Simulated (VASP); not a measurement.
# MgS in VASP: further runs, part 2 of 3

VASP 6.6.1. The steps go on from the part before.

**3. Single point, PBE (uniaxial z strain +4.0%)**

The input, INCAR:

```
ALGO = Normal
EDIFF = 1E-6
ENCUT = 520
GGA = PE
ISIF = 2
ISMEAR = -1
LASPH = True
LCHARG = False
LREAL = False
LWAVE = False
NBANDS = 16
NELM = 60
PREC = Accurate
SIGMA = 0.02
```

The input, KPOINTS:

```
k-points
0
Gamma
  12 12 4
```

The input, POSCAR:

```
MgS
1.0
    4.0286256375      0.0000000000      0.0000000000
   -2.0143128187      3.4888921444      0.0000000000
    0.0000000000      0.0000000000      6.7125685725
Mg S
2 2
Direct
    0.3333333333      0.6666666667      0.0008768643
    0.6666666667      0.3333333333      0.5008768643
    0.3333333333      0.6666666667      0.3741231357
    0.6666666667      0.3333333333      0.8741231357
```

Potentials or basis: VASP PAW PBE potentials, release 64 (Mg, S).

Command:

```
$ cat potpaw_PBE.64/Mg/POTCAR potpaw_PBE.64/S/POTCAR > POTCAR
$ mpirun -np 1 vasp_std > vasp.out
```

OUTCAR:

```text
EDIFF = 1E-6
   ENCUT = 520
   GGA = PE
   ISIF = 2
   ISMEAR = -1
   LASPH = True
   LREAL = False
   NELM = 60
   PREC = Accurate

 ion  position               nearest neighbor table
   1  0.333  0.667  0.001-   4 2.48   4 2.48   4 2.48   3 2.51
   2  0.667  0.333  0.501-   3 2.48   3 2.48   3 2.48   4 2.51
   3  0.333  0.667  0.374-   2 2.48   2 2.48   2 2.48   1 2.51
   4  0.667  0.333  0.874-   1 2.48   1 2.48   1 2.48   2 2.51

  LATTYP: Found a hexagonal cell.
 ALAT       =     4.0286256375
 C/A-ratio  =     1.6662180050

  Lattice vectors:

 A1 = (   4.0286256375,   0.0000000000,   0.0000000000)
 A2 = (  -2.0143128187,   3.4888921444,   0.0000000000)
 A3 = (   0.0000000000,   0.0000000000,   6.7125685725)

Analysis of symmetry for initial positions (statically):
=====================================================================
 Subroutine PRICEL returns:
 Original cell was already a primitive cell.

 Routine SETGRP: Setting up the symmetry group for a
 hexagonal supercell.

 Subroutine GETGRP returns: Found 12 space group operations
 (whereof  6 operations were pure point group operations)
 out of a pool of 24 trial point group operations.

The static configuration has the point symmetry C_3v.
 The point group associated with its full space group is C_6v.

Analysis of symmetry for dynamics (positions and initial velocities):
=====================================================================
 Subroutine PRICEL returns:
 Original cell was already a primitive cell.

 Routine SETGRP: Setting up the symmetry group for a
 hexagonal supercell.

 Subroutine GETGRP returns: Found 12 space group operations
 (whereof  6 operations were pure point group operations)
 out of a pool of 24 trial point group operations.

The dynamic configuration has the point symmetry C_3v.
 The point group associated with its full space group is C_6v.

 Subroutine INISYM returns: Found 12 space group operations
 (whereof  6 operations are pure point group operations),
 and found     1 'primitive' translations

----------------------------------------------------------------------------------------

                                     Primitive cell

  volume of cell :      94.3481

  direct lattice vectors                    reciprocal lattice vectors
     4.028625638  0.000000000  0.000000000     0.248223610  0.143311968  0.000000000
    -2.014312819  3.488892144  0.000000000     0.000000000  0.286623936  0.000000000
     0.000000000  0.000000000  6.712568573     0.000000000  0.000000000  0.148974270

  length of vectors
     4.028625638  4.028625637  6.712568573     0.286623936  0.286623936  0.148974270

  position of ions in fractional coordinates (direct lattice)
     0.333333333  0.666666667  0.000876864
     0.666666667  0.333333333  0.500876864
     0.333333333  0.666666667  0.374123136
     0.666666667  0.333333333  0.874123136

  ion indices of the primitive-cell ions
   primitive index   ion index
[... 23 lines left out ...]
  Shift w.r.t. Gamma in fractional coordinates (k-lattice)
     0.000000000  0.000000000  0.000000000

 Subroutine IBZKPT returns following result:
 ===========================================

 Found     57 irreducible k-points:

 Following reciprocal coordinates:
            Coordinates               Weight
  0.000000  0.000000  0.000000      1.000000
  0.083333  0.000000  0.000000      6.000000
  0.166667 -0.000000  0.000000      6.000000
  0.250000  0.000000  0.000000      6.000000
  0.333333  0.000000  0.000000      6.000000
  0.416667  0.000000  0.000000      6.000000
[... 16 lines left out ...]
  0.250000  0.000000  0.250000     12.000000
  0.333333  0.000000  0.250000     12.000000
 [... further k-points ...]
   k-points           NKPTS =     57   k-points in BZ     NKDIM =     57   number of bands    NBANDS=     16
   number of dos      NEDOS =    301   number of ions     NIONS =      4
   total plane-waves  NPLWV =  45000
   dimension x,y,z NGX =    30 NGY =   30 NGZ =   50
   dimension x,y,z NGXF=    60 NGYF=   60 NGZF=  100
   ions per type =               2   2
   NGX,Y,Z   is equivalent  to a cutoff of  12.38, 12.38, 12.38 a.u.
   NGXF,Y,Z  is equivalent  to a cutoff of  24.76, 24.76, 24.77 a.u.
 SYSTEM =  unknown system
   PREC   = accura    normal or accurate (medium, high low for compatibility)
   ISTART =      0    job   : 0-new  1-cont  2-samecut
   ICHARG =      2    charge: 1-file 2-atom 10-const
   ISPIN  =      1    spin polarized calculation?
   LNONCOLLINEAR =      F non collinear calculations
   LSORBIT =      F    spin-orbit coupling
   LASPH  =      T    aspherical Exc in radial PAW
   ENCUT  =  520.0 eV  38.22 Ry    6.18 a.u.   7.49  7.49 12.48*2*pi/ulx,y,z
   NELM   =     60;   NELMIN=  2; NELMDL= -5     # of ELM steps
   EDIFF  = 0.1E-05   stopping-criterion for ELM
   LREAL  =      F    real-space projection
   EDIFFG = 0.1E-04   stopping-criterion for IOM
   NSW    =      0    number of steps for IOM
   IBRION =     -1    ionic relax: 0-MD 1-quasi-New 2-CG
   NFREE  =      0    steps in history (QN), initial steepest desc. (CG)
   ISIF   =      2    stress and relaxation
   ISYM   =      2    0-nonsym 1-usesym 2-fastsym
   POTIM  = 0.5000    time-step for ionic-motion
   TEBEG  =    0.0;   TEEND  =   0.0 temperature during run
   PSTRESS=    0.0 pullay stress
   NELECT =      16.0000    total number of electrons
   NUPDOWN=      -1.0000    fix difference up-down
   EMIN   =  10.00;   EMAX   =-10.00  energy-range for DOS
   EFERMI =   0.00;   METHOD = LEGACY
   ISMEAR =    -1;   SIGMA  =   0.02  broadening in eV -4-tet -1-fermi 0-gaus
   EFERMI_NEDOS =   21; number of points for ismear=-14 and -15
   IALGO  =     38    algorithm
   IMIX   =      4    mixing-type and parameters
     AMIX     =   0.40;   BMIX     =  1.00
     AMIX_MAG =   1.60;   BMIX_MAG =  1.00
  volume/ion in A,a.u.               =      23.59       159.17
  Fermi-wavevector in a.u.,A,eV,Ry     =   0.906158  1.712390 11.172039  0.821122
  Thomas-Fermi vector in A             =   2.029812
   LORBIT       =      0    0 simple, 1 ext, 2 COOP (PROOUT), +10 PAW based schemes
   GGA     = PE    functional components
   LHFCALC =     F    Hartree Fock is set to
   AEXX    =    0.0000 exact exchange contribution
   IVDW    =     0    specifies the selected vdW correction
   LEPSILON=     F    determine dielectric tensor
   LRPA    =     F    only Hartree local field effects (RPA)
 non-spin polarized calculation
  energy-cutoff  :      520.00
  volume of cell :       94.35
 maximum number of plane-waves:      2565
 NGX is ok and might be reduce to    30
   NGX = 15   NGY = 15   NGZ = 25

 number of electron      16.0000004 magnetization

 Free energy of the ion-electron system (eV)
  ---------------------------------------------------
  ext. energy  EPLUGINS =         0.00000000
  ---------------------------------------------------
  free energy    TOTEN  =       -16.95837503 eV

  energy without entropy =      -16.95837503  energy(sigma->0) =      -16.95837503

 E-fermi :   1.2825     XC(G=0):  -8.2344

 val. band max:        0.8768999123   @ k =   0.0000   0.0000   0.0000
 cond. band min:       4.1583445376   @ k =   0.0000   0.0000   0.0000
 fundamental gap:      3.2814446253
 Fermi energy:         1.2825076489

 k-point     1 :       0.0000    0.0000    0.0000
  band No.  band energies     occupation
      1     -10.3234      2.00000
      2      -9.7210      2.00000
      3      -2.2119      2.00000
      4       0.5418      2.00000
      5       0.5418      2.00000
      6       0.7724      2.00000
[... 433 lines left out ...]
      3      -1.7242      2.00000
      4      -1.3219      2.00000
      5      -0.7006      2.00000
      6       0.0987      2.00000
[... 8 lines left out ...]
     15       9.6262      0.00000
     16      10.9652      0.00000

 [... further k-points ...]

------------------------ aborting loop because EDIFF is reached ----------------------------------------

  FORCE on cell =-STRESS in cart. coord.  units (eV):
  Direction    XX          YY          ZZ          XY          YZ          ZX
  --------------------------------------------------------------------------------------
  -------------------------------------------------------------------------------------
  Total       -0.3303760     -0.3303760     -1.4850737     -0.0000000      0.0000000     -0.0000000
  in kB       -5.6102974     -5.6102974    -25.2188564     -0.0000000      0.0000000     -0.0000000
  external PRESSURE =     -12.1464837 kB  Pullay stress =       0.0000000 kB

 VOLUME and BASIS-vectors are now :
 -----------------------------------------------------------------------------
  energy-cutoff  :      520.00
  volume of cell :       94.35
      direct lattice vectors                 reciprocal lattice vectors
     4.028625638  0.000000000  0.000000000     0.248223610  0.143311968  0.000000000
    -2.014312819  3.488892144  0.000000000     0.000000000  0.286623936  0.000000000
     0.000000000  0.000000000  6.712568573     0.000000000  0.000000000  0.148974270

 POSITION                                       TOTAL-FORCE (eV/Angst)
 -----------------------------------------------------------------------------------
     -0.00000      2.32593      0.00589        -0.000000     -0.000000      0.002794
      2.01431      1.16296      3.36217         0.000000      0.000000      0.002794
     -0.00000      2.32593      2.51133         0.000000      0.000000     -0.002794
      2.01431      1.16296      5.86761        -0.000000      0.000000     -0.002794
 -----------------------------------------------------------------------------------
    total drift:                               -0.000000      0.000000     -0.000339

  FREE ENERGIE OF THE ION-ELECTRON SYSTEM (eV)
  ---------------------------------------------------
  free  energy   TOTEN  =       -16.9583750267 eV

  energy  without entropy=      -16.9583750267  energy(sigma->0) =      -16.95837503
```

OSZICAR:

```text
N       E                     dE             d eps       ncg     rms          rms(c)
DAV:   1     0.626747628873E+02    0.62675E+02   -0.58384E+03  1824   0.801E+02
DAV:   2    -0.118332283748E+02   -0.74508E+02   -0.68311E+02  2736   0.135E+02
DAV:   3    -0.179226208761E+02   -0.60894E+01   -0.60676E+01  2448   0.421E+01
DAV:   4    -0.179973244375E+02   -0.74704E-01   -0.74692E-01  2296   0.574E+00
DAV:   5    -0.179987288048E+02   -0.14044E-02   -0.14043E-02  2512   0.797E-01    0.560E+00
DAV:   6    -0.170060998002E+02    0.99263E+00   -0.15526E+00  1952   0.570E+00    0.429E+00
DAV:   7    -0.169415815943E+02    0.64518E-01   -0.36798E-01  2216   0.281E+00    0.322E+00
DAV:   8    -0.169605495734E+02   -0.18968E-01   -0.42130E-02  1960   0.141E+00    0.216E+00
DAV:   9    -0.169578016462E+02    0.27479E-02   -0.46370E-03  2160   0.466E-01    0.538E-01
DAV:  10    -0.169582407019E+02   -0.43906E-03   -0.17209E-03  2248   0.188E-01    0.569E-02
DAV:  11    -0.169583638565E+02   -0.12315E-03   -0.15421E-04  2032   0.692E-02    0.604E-02
DAV:  12    -0.169583741379E+02   -0.10281E-04   -0.19306E-05  2304   0.232E-02    0.101E-02
DAV:  13    -0.169583750267E+02   -0.88878E-06   -0.24624E-06  2160   0.798E-03
   1 F= -.16958375E+02 E0= -.16958375E+02  d E =-.121935E-10
```

stdout:

```text
POSCAR found type information on POSCAR MgS
 POSCAR found :  2 types and       4 ions
 scaLAPACK will be used
 LDA part: xc-table for (Slater+PW92), standard interpolation
 POSCAR, INCAR and KPOINTS ok, starting setup
 FFT: planning ... GRIDC
 FFT: planning ... GRID_SOFT
 FFT: planning ... GRID
 WAVECAR not read
 entering main loop
```

Wall time 2.2 min (1 thread of Intel Xeon 8259CL, shared host); peak memory 0.24 GiB.

Results:

- Free energy: -16.9584 eV
- Pressure: -1.2 GPa
- Band gap on the k mesh: 3.28 eV

Forces in eV/Å, atoms in the order of the input:
```
Mg   0.000  0.000  0.003
Mg   0.000  0.000  0.003
S    0.000  0.000 -0.003
S    0.000  0.000 -0.003
```

Stress tensor (GPa, compression positive):
```
-0.56  0.00  0.00
 0.00 -0.56  0.00
 0.00  0.00 -2.52
```

Caveat: the cell differs from its parent crystal (uniaxial z strain +4.0%); the structure was generated, so it needn't be the stable form of MgS. A k mesh can miss the band edges.

**4. Single point, r2SCAN**

This run uses another cell than the first one, of 22.68 Å³/atom.

The input, POSCAR:

```
MgS
1.0
    4.0286256375      0.0000000000      0.0000000000
   -2.0143128187      3.4888921444      0.0000000000
    0.0000000000      0.0000000000      6.4543928582
Mg S
2 2
Direct
    0.3333333333      0.6666666667     -0.0028727178
    0.6666666667      0.3333333333      0.4971272822
    0.3333333333      0.6666666667      0.3778727178
    0.6666666667      0.3333333333      0.8778727178
```

The input, INCAR.step1:

```
SYSTEM = MgS
ALGO = Normal
EDIFF = 1E-4
ENCUT = 520
GGA = PE
ISMEAR = 0
LASPH = .True.
LCHARG = .False.
LREAL = .False.
LWAVE = .True.
NBANDS = 16
NELM = 60
PREC = Accurate
SIGMA = 0.01
```

The input, INCAR.step2:

```
SYSTEM = MgS
ALGO = Normal
EDIFF = 1E-6
ENCUT = 520
ISIF = 2
ISMEAR = 0
ISTART = 1
LASPH = .True.
LCHARG = .True.
LELF = .True.
LMIXTAU = .True.
LREAL = .False.
LVHAR = .True.
LWAVE = .False.
METAGGA = R2SCAN
NBANDS = 16
NELM = 60
PREC = Accurate
SIGMA = 0.01
```

The input, KPOINTS:

```
k-points
0
Gamma
  12 12 4
  0 0 0
```

Command:

```
$ cat potpaw_PBE.64/Mg/POTCAR potpaw_PBE.64/S/POTCAR > POTCAR
$ cp INCAR.step1 INCAR
$ mpirun -np 1 vasp_std > vasp.out
$ cp INCAR.step2 INCAR
$ mpirun -np 1 vasp_std > vasp.out
```

Wall time 8.4 min (1 thread of Intel Xeon 8259CL, shared host); peak memory 0.26 GiB.

It converged, with:

| Item | Value |
| --- | --- |
| Free energy | -30.9361 eV |
| Pressure | -0.3 GPa |
| Band gap on the k mesh | 4.13 eV |

Forces on the atoms (eV/Å):
```
Mg   0.000  0.000  0.003
Mg   0.000  0.000  0.003
S    0.000  0.000 -0.003
S    0.000  0.000 -0.003
```

Levels at points of the mesh, in eV from the valence-band top:
| k point | band 6 | band 7 | band 8 | band 9 | band 10 | band 11 |
| --- | --- | --- | --- | --- | --- | --- |
| (0.00, 0.00, 0.00) | -0.12 | -0.12 | 0.00 | 4.13 | 5.41 | 8.14 |
| (0.50, 0.00, 0.00) | -1.22 | -0.92 | -0.44 | 5.30 | 5.70 | 6.46 |
| (0.00, 0.00, 0.50) | -0.33 | -0.33 | -0.33 | 5.61 | 5.61 | 8.28 |
| (0.50, 0.00, 0.50) | -0.86 | -0.80 | -0.80 | 5.19 | 5.19 | 6.93 |

Caveat: the structure was generated, so it needn't be the stable form of MgS; the PAW data sets were made with another functional, which shifts forces and pressure a little. A k mesh can miss the band edges.

**5. Single point, r2SCAN (epitaxial xy strain +2.5%)**

The input, POSCAR:

```
MgS
1.0
    4.1293412784      0.0000000000      0.0000000000
   -2.0646706392      3.5761144480      0.0000000000
    0.0000000000      0.0000000000      6.2861657064
Mg S
2 2
Direct
    0.3333333333      0.6666666667     -0.0086241989
    0.6666666667      0.3333333333      0.4913758011
    0.3333333333      0.6666666667      0.3836241989
    0.6666666667      0.3333333333      0.8836241989
```

The input, INCAR.step1:

```
  ALGO = Normal
  EDIFF = 1E-4
  ENCUT = 520
  GGA = PE
  ISMEAR = 0
  LASPH = True
  LCHARG = False
  LREAL = False
  LWAVE = True
  NBANDS = 16
  NELM = 80
  PREC = Accurate
  SIGMA = 0.01
```

The input, INCAR.step2:

```
  ALGO = Normal
  EDIFF = 1E-6
  ENCUT = 520
  ISIF = 2
  ISMEAR = 0
  ISTART = 1
  LASPH = True
  LCHARG = False
  LMIXTAU = True
  LREAL = False
  LWAVE = False
  METAGGA = R2SCAN
  NBANDS = 16
  NELM = 80
  PREC = Accurate
  SIGMA = 0.01
```

The input, KPOINTS:

```
k-points
0
Gamma
  12 12 4
```

Command:

```
$ cat potpaw_PBE.64/Mg/POTCAR potpaw_PBE.64/S/POTCAR > POTCAR
$ cp INCAR.step1 INCAR
$ mpirun -np 1 vasp_std > vasp.out
$ cp INCAR.step2 INCAR
$ mpirun -np 1 vasp_std > vasp.out
```

Run time: 6.8 min. Hardware: 1 thread of Intel Xeon 8259CL, shared host; peak memory 0.27 GiB.

The run converged. Its results:

```
Free energy            : -30.8986 eV
Pressure               : -1.8 GPa
Band gap on the k mesh : 3.82 eV
```

Forces on the atoms (eV/Å):
```
Mg   0.000  0.000  0.003
Mg   0.000  0.000  0.003
S    0.000  0.000 -0.003
S    0.000  0.000 -0.003
```

Stress tensor (GPa, compression positive):
```
-2.56  0.00  0.00
 0.00 -2.56  0.00
 0.00  0.00 -0.25
```

Levels at points of the mesh, in eV from the valence-band top:
```csv
k point,band 4,band 5,band 6,band 7,band 8,band 9,band 10,band 11,band 12,band 13
"(0.00, 0.00, 0.00)",-0.87,-0.87,-0.37,-0.37,0.00,3.82,4.86,7.67,7.67,8.81
"(0.50, 0.00, 0.00)",-2.46,-1.99,-1.52,-1.02,-0.62,4.93,5.66,6.25,7.79,8.73
"(0.00, 0.00, 0.50)",-1.91,-0.63,-0.63,-0.63,-0.63,5.21,5.21,7.80,7.80,7.80
"(0.50, 0.00, 0.50)",-3.23,-1.12,-1.12,-0.83,-0.83,5.04,5.04,6.79,6.79,9.68
```

Caveat: the cell differs from its parent crystal (epitaxial xy strain +2.5%); the structure was generated, so it needn't be the stable form of MgS; the PAW data sets were made with another functional, which shifts forces and pressure a little.

(Part 2 of 3 ends here.)
